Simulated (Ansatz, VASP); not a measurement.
**Two plane-wave programs on Cs2AgBiBr6**

```
CELL_PARAMETERS angstrom
0.00000 5.53718 5.53718
5.53718 0.00000 5.53718
5.53718 5.53718 0.00000
ATOMIC_POSITIONS crystal
Cs 0.25000 0.25000 0.25000
Cs 0.75000 0.75000 0.75000
Ag 0.50000 0.50000 0.50000
Bi 0.00000 0.00000 0.00000
Br 0.25462 0.74538 0.25462
Br 0.25462 0.74538 0.74538
Br 0.74538 0.25462 0.74538
Br 0.74538 0.25462 0.25462
Br 0.25462 0.25462 0.74538
Br 0.74538 0.74538 0.25462
```

Alike in both runs: functional PBEsol; k mesh 4 × 4 × 4; occupations gaussian, width 0.02 eV; no spin polarisation.

Ansatz relaxed the structure, and its values are those at the end. VASP's run is a single point on that final structure, the one shown.

|  | VASP | Ansatz |
| --- | --- | --- |
| version | VASP 6.6.1 | Ansatz 0.2.0 |
| potentials or method | VASP PAW PBE potentials, release 64 (Cs_sv, Ag, Bi_d, Br), cutoff 520 eV | scalar-relativistic, plane waves, PAW |
| valence electrons in the cell | 86 | 94 |

|  | VASP | Ansatz | Ansatz less VASP |
| --- | --- | --- | --- |
| gap on the k mesh at the Fermi level (eV) | 1.04 | 1.04 | -0.003 |
| least direct gap on the mesh (eV) | 2.34 | 2.33 | -0.003 |
| pressure (GPa) | 0.9 | 0.9 | -0.01 |

VASP's potentials were made for PBE, not for PBEsol. The functional is the same, so the differences come from potentials, cutoffs and numerics. VASP's potentials hold 86 valence electrons a cell and Ansatz's 94, so a difference there can come from the potentials and not from the codes. Ansatz's warnings: stress scf threshold loose.

Spin-orbit coupling is off throughout.
